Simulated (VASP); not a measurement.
# CsPbI2Br (Cmmm) in VASP: single point with PBE

Aim: the single point of CsPbI2Br with PBE.

Program: VASP 6.6.1. These are calculated values, not measurements. Logs are shortened: lines on timing, memory, paths and dates and some standing lists are left out, and cuts for length are marked.

**1. The cell of the first run**

The structure is orthorhombic, space group Cmmm (No. 65). Conventional cell: a = 8.926 Å, b = 9.106 Å, c = 5.962 Å, α = 90.00°, β = 90.00°, γ = 90.00°. Cs (site symmetry mmm) has 8 I at 4.36 Å and 4 Br at 4.46 to 4.55 Å and 8 Pb at 5.37 to 5.44 Å within 5.7 Å. Within 3.9 Å of Pb (site symmetry mmm) lie 2 Br at 2.98 Å and 4 I at 3.19 Å. I (site symmetry 2/m) has 2 Pb at 3.19 Å within 4.2 Å. Within 3.9 Å of Br (site symmetry mmm) lie 2 Pb at 2.98 Å.

**2. Single point, PBE (strain -0.0200 x Voigt [0, 0, 0, 0, 0, 1])**

File INCAR:

```
  ALGO = Normal
  EDIFF = 1E-7
  ENCUT = 520
  GGA = PE
  ISIF = 2
  ISMEAR = 0
  LASPH = True
  LCHARG = False
  LREAL = False
  LWAVE = False
  NBANDS = 30
  NELM = 80
  PREC = Accurate
  SIGMA = 0.05
```

File KPOINTS:

```
k-points
0
Gamma
  4 4 6
```

File POSCAR:

```
CsPbI2Br
1.0
    6.3752960000     -0.0637529600      0.0000000000
   -0.0637529600      6.3752960000      0.0000000000
    0.0000000000      0.0000000000      5.9622200000
Cs Pb I Br
1 1 2 1
Direct
    0.5000000000      0.5000000000      0.5000000000
    0.0000000000      0.0000000000      0.0000000000
    0.0000000000      0.5000000000      0.0000000000
    0.5000000000      0.0000000000      0.0000000000
    0.0000000000      0.0000000000      0.5000000000
```

Potentials or basis: VASP PAW PBE potentials, release 64 (Cs_sv, Pb_d, I, Br).

The run is started by

```sh
$ cat potpaw_PBE.64/Cs_sv/POTCAR potpaw_PBE.64/Pb_d/POTCAR potpaw_PBE.64/I/POTCAR potpaw_PBE.64/Br/POTCAR > POTCAR
$ mpirun -np 1 vasp_std > vasp.out
```

OUTCAR:

```text
EDIFF = 1E-7
   ENCUT = 520
   GGA = PE
   ISIF = 2
   ISMEAR = 0
   LASPH = True
   LREAL = False
   NELM = 80
   PREC = Accurate

 ion  position               nearest neighbor table
   1  0.500  0.500  0.500-
   2  0.000  0.000  0.000-   5 2.98   5 2.98   3 3.19   4 3.19   3 3.19   4 3.19
   3  0.000  0.500  0.000-   2 3.19   2 3.19
   4  0.500  0.000  0.000-   2 3.19   2 3.19
   5  0.000  0.000  0.500-   2 2.98   2 2.98

  LATTYP: Found a base centered orthorhombic cell.
 ALAT       =     8.9258697667
 B/A-ratio  =     1.0202020202
 C/A-ratio  =     0.6679707587

  Lattice vectors:

 A1 = (   6.3752960000,  -0.0637529600,   0.0000000000)
 A2 = (  -0.0637529600,   6.3752960000,   0.0000000000)
 A3 = (   0.0000000000,   0.0000000000,   5.9622200000)

Analysis of symmetry for initial positions (statically):
=====================================================================
 Subroutine PRICEL returns:
 Original cell was already a primitive cell.

 Routine SETGRP: Setting up the symmetry group for a
 base centered orthorhombic supercell.

 Subroutine GETGRP returns: Found  8 space group operations
 (whereof  8 operations were pure point group operations)
 out of a pool of  8 trial point group operations.

The static configuration has the point symmetry D_2h.

Analysis of symmetry for dynamics (positions and initial velocities):
=====================================================================
 Subroutine PRICEL returns:
 Original cell was already a primitive cell.

 Routine SETGRP: Setting up the symmetry group for a
 base centered orthorhombic supercell.

 Subroutine GETGRP returns: Found  8 space group operations
 (whereof  8 operations were pure point group operations)
 out of a pool of  8 trial point group operations.

The dynamic configuration has the point symmetry D_2h.

 Subroutine INISYM returns: Found  8 space group operations
 (whereof  8 operations are pure point group operations),
 and found     1 'primitive' translations

----------------------------------------------------------------------------------------

                                     Primitive cell

  volume of cell :     242.3066

  direct lattice vectors                    reciprocal lattice vectors
     6.375296000 -0.063752960  0.000000000     0.156871149  0.001568711  0.000000000
    -0.063752960  6.375296000  0.000000000     0.001568711  0.156871149  0.000000000
     0.000000000  0.000000000  5.962220000     0.000000000  0.000000000  0.167722761

  length of vectors
     6.375614757  6.375614757  5.962220000     0.156878993  0.156878993  0.167722761

  position of ions in fractional coordinates (direct lattice)
     0.500000000  0.500000000  0.500000000
     0.000000000  0.000000000  0.000000000
     0.000000000  0.500000000  0.000000000
     0.500000000  0.000000000  0.000000000
     0.000000000  0.000000000  0.500000000

  ion indices of the primitive-cell ions
   primitive index   ion index
                 1           1
                 2           2
                 3           3
                 4           4
                 5           5

----------------------------------------------------------------------------------------

 KPOINTS: k-points

Automatic generation of k-mesh.
 Grid dimensions read from file:
 generate k-points for:    4    4    6

 Generating k-lattice:

  Cartesian coordinates                     Fractional coordinates (reciprocal lattice)
     0.039217787  0.000392178  0.000000000     0.250000000  0.000000000  0.000000000
     0.000392178  0.039217787  0.000000000     0.000000000  0.250000000  0.000000000
     0.000000000  0.000000000  0.027953793     0.000000000  0.000000000  0.166666667

  Length of vectors
     0.039219748  0.039219748  0.027953793

  Shift w.r.t. Gamma in fractional coordinates (k-lattice)
     0.000000000  0.000000000  0.000000000

 Subroutine IBZKPT returns following result:
 ===========================================

 Found     28 irreducible k-points:

 Following reciprocal coordinates:
            Coordinates               Weight
  0.000000  0.000000  0.000000      1.000000
  0.250000  0.000000  0.000000      4.000000
  0.500000  0.000000  0.000000      2.000000
  0.250000  0.250000  0.000000      2.000000
  0.500000  0.250000  0.000000      4.000000
 -0.250000  0.250000  0.000000      2.000000
[... 16 lines left out ...]
  0.250000  0.000000  0.500000      4.000000
  0.500000  0.000000  0.500000      2.000000
 [... further k-points ...]
   k-points           NKPTS =     28   k-points in BZ     NKDIM =     28   number of bands    NBANDS=     30
   number of dos      NEDOS =    301   number of ions     NIONS =      5
   total plane-waves  NPLWV = 110592
   dimension x,y,z NGX =    48 NGY =   48 NGZ =   48
   dimension x,y,z NGXF=    96 NGYF=   96 NGZF=   96
   ions per type =               1   1   2   1
   NGX,Y,Z   is equivalent  to a cutoff of  12.52, 12.52, 13.38 a.u.
   NGXF,Y,Z  is equivalent  to a cutoff of  25.03, 25.03, 26.77 a.u.
 SYSTEM =  unknown system
   PREC   = accura    normal or accurate (medium, high low for compatibility)
   ISTART =      0    job   : 0-new  1-cont  2-samecut
   ICHARG =      2    charge: 1-file 2-atom 10-const
   ISPIN  =      1    spin polarized calculation?
   LNONCOLLINEAR =      F non collinear calculations
   LSORBIT =      F    spin-orbit coupling
   LASPH  =      T    aspherical Exc in radial PAW
   ENCUT  =  520.0 eV  38.22 Ry    6.18 a.u.  11.85 11.85 11.09*2*pi/ulx,y,z
   NELM   =     80;   NELMIN=  2; NELMDL= -5     # of ELM steps
   EDIFF  = 0.1E-06   stopping-criterion for ELM
   LREAL  =      F    real-space projection
   EDIFFG = 0.1E-05   stopping-criterion for IOM
   NSW    =      0    number of steps for IOM
   IBRION =     -1    ionic relax: 0-MD 1-quasi-New 2-CG
   NFREE  =      0    steps in history (QN), initial steepest desc. (CG)
   ISIF   =      2    stress and relaxation
   ISYM   =      2    0-nonsym 1-usesym 2-fastsym
   POTIM  = 0.5000    time-step for ionic-motion
   TEBEG  =    0.0;   TEEND  =   0.0 temperature during run
   PSTRESS=    0.0 pullay stress
   NELECT =      44.0000    total number of electrons
   NUPDOWN=      -1.0000    fix difference up-down
   EMIN   =  10.00;   EMAX   =-10.00  energy-range for DOS
   EFERMI =   0.00;   METHOD = LEGACY
   ISMEAR =     0;   SIGMA  =   0.05  broadening in eV -4-tet -1-fermi 0-gaus
   EFERMI_NEDOS =   21; number of points for ismear=-14 and -15
   IALGO  =     38    algorithm
   IMIX   =      4    mixing-type and parameters
     AMIX     =   0.40;   BMIX     =  1.00
     AMIX_MAG =   1.60;   BMIX_MAG =  1.00
  volume/ion in A,a.u.               =      48.46       327.03
  Fermi-wavevector in a.u.,A,eV,Ry     =   0.927052  1.751874 11.693186  0.859425
  Thomas-Fermi vector in A             =   2.053080
   LORBIT       =      0    0 simple, 1 ext, 2 COOP (PROOUT), +10 PAW based schemes
   GGA     = PE    functional components
   LHFCALC =     F    Hartree Fock is set to
   AEXX    =    0.0000 exact exchange contribution
   IVDW    =     0    specifies the selected vdW correction
   LEPSILON=     F    determine dielectric tensor
   LRPA    =     F    only Hartree local field effects (RPA)
 non-spin polarized calculation
 Gauss-broadening in eV      SIGMA  =   0.05
  energy-cutoff  :      520.00
  volume of cell :      242.31
 maximum number of plane-waves:      6568
   NGX = 23   NGY = 23   NGZ = 23

 number of electron      43.9999999 magnetization

 Free energy of the ion-electron system (eV)
  ---------------------------------------------------
  ext. energy  EPLUGINS =         0.00000000
  ---------------------------------------------------
  free energy    TOTEN  =       -14.63388124 eV

  energy without entropy =      -14.63388124  energy(sigma->0) =      -14.63388124

 E-fermi :   1.5409     XC(G=0):  -7.3156

 val. band max:        1.2445924991   @ k =   0.5000   0.5000   0.5000
 cond. band min:       2.6908749464   @ k =   0.5000   0.5000   0.5000
 fundamental gap:      1.4462824473
 Fermi energy:         1.5408515107

 k-point     1 :       0.0000    0.0000    0.0000
  band No.  band energies     occupation
      1     -20.1254      2.00000
      2     -15.4636      2.00000
      3     -15.4458      2.00000
      4     -15.3925      2.00000
      5     -15.3763      2.00000
      6     -15.3726      2.00000
[... 22 lines left out ...]
     29       6.7652      0.00000
     30       6.8799      0.00000

 k-point     2 :       0.2500    0.0000    0.0000
  band No.  band energies     occupation
      1     -20.1252      2.00000
      2     -15.4626      2.00000
      3     -15.4415      2.00000
      4     -15.3927      2.00000
      5     -15.3764      2.00000
      6     -15.3727      2.00000
[... 22 lines left out ...]
     29       6.3502      0.00000
     30       6.8305      0.00000

 k-point     3 :       0.5000    0.0000    0.0000
  band No.  band energies     occupation
      1     -20.1251      2.00000
      2     -15.4620      2.00000
      3     -15.4369      2.00000
      4     -15.3929      2.00000
      5     -15.3765      2.00000
      6     -15.3728      2.00000
[... 22 lines left out ...]
     29       6.4993      0.00000
     30       7.3052      0.00000

 k-point     4 :       0.2500    0.2500    0.0000
  band No.  band energies     occupation
      1     -20.1251      2.00000
      2     -15.4612      2.00000
      3     -15.4377      2.00000
      4     -15.3929      2.00000
      5     -15.3765      2.00000
      6     -15.3729      2.00000
[... 616 lines left out ...]
     29       6.7826      0.00000
     30       6.9569      0.00000

 k-point    23 :       0.2500    0.0000    0.5000
  band No.  band energies     occupation
      1     -20.1246      2.00000
      2     -15.4419      2.00000
      3     -15.4153      2.00000
      4     -15.3926      2.00000
      5     -15.3771      2.00000
      6     -15.3735      2.00000
[... 22 lines left out ...]
     29       6.8706      0.00000
     30       7.2949      0.00000

 k-point    24 :       0.5000    0.0000    0.5000
  band No.  band energies     occupation
      1     -20.1245      2.00000
      2     -15.4386      2.00000
      3     -15.4131      2.00000
      4     -15.3929      2.00000
      5     -15.3772      2.00000
      6     -15.3736      2.00000
[... 22 lines left out ...]
     29       7.0987      0.00000
     30       7.4318      0.00000

 [... further k-points ...]

------------------------ aborting loop because EDIFF is reached ----------------------------------------

  FORCE on cell =-STRESS in cart. coord.  units (eV):
  Direction    XX          YY          ZZ          XY          YZ          ZX
  --------------------------------------------------------------------------------------
  -------------------------------------------------------------------------------------
  Total        0.5576480      0.5576480      0.2771020      0.0990337      0.0000000      0.0000000
  in kB        3.6872746      3.6872746      1.8322508      0.6548298      0.0000000      0.0000000
  external PRESSURE =       3.0689334 kB  Pullay stress =       0.0000000 kB

 VOLUME and BASIS-vectors are now :
 -----------------------------------------------------------------------------
  energy-cutoff  :      520.00
  volume of cell :      242.31
      direct lattice vectors                 reciprocal lattice vectors
     6.375296000 -0.063752960  0.000000000     0.156871149  0.001568711  0.000000000
    -0.063752960  6.375296000  0.000000000     0.001568711  0.156871149  0.000000000
     0.000000000  0.000000000  5.962220000     0.000000000  0.000000000  0.167722761

 POSITION                                       TOTAL-FORCE (eV/Angst)
 -----------------------------------------------------------------------------------
      3.15577      3.15577      2.98111        -0.000000      0.000000      0.000000
      0.00000      0.00000      0.00000         0.000000      0.000000      0.000000
     -0.03188      3.18765      0.00000         0.000000      0.000000      0.000000
      3.18765     -0.03188      0.00000         0.000000      0.000000      0.000000
      0.00000      0.00000      2.98111         0.000000      0.000000      0.000000
 -----------------------------------------------------------------------------------
    total drift:                                0.000000     -0.000000      0.000000

  FREE ENERGIE OF THE ION-ELECTRON SYSTEM (eV)
  ---------------------------------------------------
  free  energy   TOTEN  =       -14.6338812382 eV

  energy  without entropy=      -14.6338812382  energy(sigma->0) =      -14.63388124
```

It took 2.2 min on 1 thread of Intel Xeon Platinum 8488C (Sapphire Rapids), shared host; peak memory 0.47 GiB.

What came out:

```yaml
Free_energy: -14.6339 eV
Pressure: 0.3 GPa
Band_gap_on_the_k_mesh: 1.45 eV, direct
```

Caveat: the cell differs from its parent crystal (strain -0.0200 x Voigt [0, 0, 0, 0, 0, 1]); spin-orbit coupling is left out, which moves the levels of the heavy elements. A k mesh can miss the band edges.
